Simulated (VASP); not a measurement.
The system is PtSe2 (Sudovikovite).

```
Pt Se
1.0
     3.72400    0.00000    0.00000
    -1.86200    3.22508    0.00000
     0.00000    0.00000    5.06200
Pt Se
1 2
Direct
  0.00000 0.00000 0.00000
  0.66667 0.33333 0.75000
  0.33333 0.66667 0.25000
```

```yaml
Program: VASP 6.6.1
Task: relaxation of cell and atoms
Functional: PBEsol
Dispersion: D3(BJ)
Potentials_or_basis: VASP PAW PBE potentials, release 64 (Pt, Se)
Cutoff: 600 eV
k_mesh: 8 × 8 × 5
Occupations: fermi-dirac, width 0.05 eV
Spin: no spin polarisation
```

At the start: pressure -1.2 GPa; volume 20.27 Å³/atom.

Q: Where does the relaxation end?

A: Over 22 steps the energy falls by 32.9 meV/atom and the volume is 18.72 Å³/atom (-7.6 %); space group P-3m1 (No. 164, to 0.05 Å).

Step by step:
```csv
step,energy change (eV),largest force (eV/Å),pressure (GPa),volume (Å³)
1,0.0000,0.3637,-1.24,60.80
2,-0.0231,0.4684,0.37,59.42
3,-0.0398,0.6371,4.00,56.87
4,-0.0449,0.6035,3.92,56.74
5,-0.0584,0.4999,3.72,56.36
6,-0.0762,0.2768,3.47,55.58
7,-0.0655,0.2410,3.63,54.02
8,-0.0800,0.1331,3.49,55.07
9,-0.0883,0.0638,2.20,55.54
10,-0.0946,0.0831,-0.45,56.59
11,-0.0947,0.0664,-0.15,56.47
12,-0.0953,0.0554,-0.14,56.46
13,-0.0968,0.0219,-0.08,56.42
14,-0.0983,0.0447,0.02,56.36
15,-0.0984,0.0594,0.05,56.34
16,-0.0985,0.0369,-0.13,56.36
17,-0.0986,0.0082,-0.34,56.39
18,-0.0987,0.0047,-0.30,56.35
19,-0.0988,0.0044,-0.21,56.25
20,-0.0987,0.0237,-0.01,56.05
21,-0.0988,0.0111,-0.14,56.18
22,-0.0988,0.0009,-0.04,56.16
```

Final structure:
```
Pt Se
1.0
     3.73792    0.00000    0.00000
    -1.86896    3.23714    0.00000
     0.00000    0.00000    4.64110
Pt Se
1 2
Direct
  0.00000 0.00000 0.00000
  0.66667 0.33333 0.72767
  0.33333 0.66667 0.27233
```

Caveat: the PAW data sets were made with another functional, which shifts forces and pressure a little; pairwise dispersion overbinds metals, which lowers pressure and volume.
